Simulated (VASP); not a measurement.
ZnSe: vibrations by perturbation theory with PBE

The system is ZnSe.

```xyz
2
Lattice="0.0000 2.8663 2.8663 2.8663 0.0000 2.8663 2.8663 2.8663 0.0000" Properties=species:S:1:pos:R:3 pbc="T T T"
Zn    0.0000    0.0000    0.0000
Se    1.4332    1.4332    1.4332
```

```yaml
Program: VASP 6.6.1
Task: vibrations by perturbation theory
Functional: PBE
Potentials_or_basis: VASP PAW PBE potentials, release 64 (Zn, Se)
Cutoff: 520 eV
k_mesh: 8 × 8 × 8
Occupations: gaussian, width 0.01 eV
Spin: no spin polarisation
Dipole_correction: no
Further_INCAR_settings: ALGO = Normal; EDIFF = 1e-08; NBANDS = 16; IBRION = 8; NSW = 1
```

The electronic dielectric tensor (diagonal) is 8.05. The born charges (mean of the diagonal) is Zn +2.14; Se -2.14 e. The highest phonon frequency at Γ, LO-TO splitting left out is 197 cm⁻¹.

Phonon frequencies in cm⁻¹ (negative: imaginary):
| q point | frequencies |
| --- | --- |
| (0.000, 0.000, 0.000) | 0 0 0 197 197 197 |

Electronic dielectric tensor:
```
8.05 0.00 0.00
0.00 8.05 0.00
0.00 0.00 8.05
```

Born effective charge tensors (e):
atom 1, Zn
```
2.14 0.00 0.00
0.00 2.14 0.00
0.00 0.00 2.14
```
atom 2, Se
```
-2.14  0.00  0.00
 0.00 -2.14  0.00
 0.00  0.00 -2.14
```

Wall time 12 min on 1 thread of Intel(R) Xeon(R) Platinum 8259CL CPU @ 2.50GHz (Skylake/Cascade Lake), on a shared host, peak memory 0.32 GiB.
